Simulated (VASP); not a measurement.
Write the native input for VASP 6.6.1 that does the following.

```yaml
Task: relaxation of cell and atoms
Functional: r2SCAN
Potentials_or_basis: VASP PAW PBE potentials, release 64 (Ti_sv, C)
Cutoff: 600 eV
k_mesh: 6 × 6 × 4
Occupations: gaussian, width 0.1 eV
Spin: no spin polarisation
Dipole_correction: no
Further_INCAR_settings: ALGO = Normal; EDIFF = 1e-06; IBRION = 2; EDIFFG = -0.04; NSW = 90; ISIF = 3
```

Crystal: Ti3C2.

```xyz
5
Lattice="3.5627 0.0000 0.0000 -1.7814 3.0854 0.0000 0.0000 0.0000 5.5431" Properties=species:S:1:pos:R:3 pbc="T T T"
Ti    0.0000    0.0000    0.0000
Ti    0.0000    2.0570    3.5753
Ti    1.7814    1.0285    1.9678
C     0.0000    2.0570    1.3580
C     1.7814    1.0285    4.1850
```

The input as run:

POSCAR

```
Ti3C2
1.0
    3.5627486389      0.0000000000      0.0000000000
   -1.7813743194      3.0854308286      0.0000000000
    0.0000000000      0.0000000000      5.5430581615
Ti C
3 2
Direct
    0.0000000000      0.0000000000      0.0000000000
    0.3333333333      0.6666666667      0.6450000000
    0.6666666667      0.3333333333      0.3550000000
    0.3333333333      0.6666666667      0.2450000000
    0.6666666667      0.3333333333      0.7550000000
```

INCAR.step1

```
SYSTEM = Ti3C2
  ALGO = Normal
  EDIFF = 1E-4
  ENCUT = 600
  GGA = PE
  ISMEAR = 0
  LASPH = .TRUE.
  LCHARG = .FALSE.
  LREAL = .FALSE.
  LWAVE = .TRUE.
  NELM = 60
  PREC = Accurate
  SIGMA = 0.1
```

INCAR.step2

```
SYSTEM = Ti3C2
  ALGO = Normal
  EDIFF = 1E-6
  EDIFFG = -0.04
  ENCUT = 600
  IBRION = 2
  ISIF = 3
  ISMEAR = 0
  ISTART = 1
  LASPH = .TRUE.
  LCHARG = .FALSE.
  LMIXTAU = .TRUE.
  LREAL = .FALSE.
  LWAVE = .FALSE.
  METAGGA = R2SCAN
  NELM = 60
  NSW = 90
  PREC = Accurate
  SIGMA = 0.1
```

KPOINTS

```
k-points
0
G
  6 6 4
  0 0 0
```

Potentials or basis: VASP PAW PBE potentials, release 64 (Ti_sv, C).

Launch:

```bash
$ cat potpaw_PBE.64/Ti_sv/POTCAR potpaw_PBE.64/C/POTCAR > POTCAR
$ cp INCAR.step1 INCAR
$ mpirun -np 1 vasp_std > vasp.out
$ cp INCAR.step2 INCAR
$ mpirun -np 1 vasp_std > vasp.out
```

It gave:

```json
{
 "Relaxed volume": "12.08 Å³/atom",
 "Relaxed cell": "a = 3.098 Å, b = 3.098 Å, c = 7.268 Å, α = 90.00°, β = 90.00°, γ = 120.00°",
 "Space group after relaxing (to 0.05 Å)": "P-3m1 (No. 164)",
 "Energy gained by relaxing": "393.7 meV/atom",
 "Ionic steps": "19",
 "Pressure after relaxing": "-0.4 GPa",
 "Largest force after relaxing": "0.019 eV/Å",
 "Band gap on the k mesh": "zero (band 22 reaches 9.50 eV, above the bottom of band 23 at 8.73 eV)"
}
```

Caveat: the PAW data sets were made with another functional, which shifts forces and pressure a little.

Run time: 44 min on 1 thread of Intel Xeon 6975P-C, with other jobs on the host, peak memory 0.23 GiB.
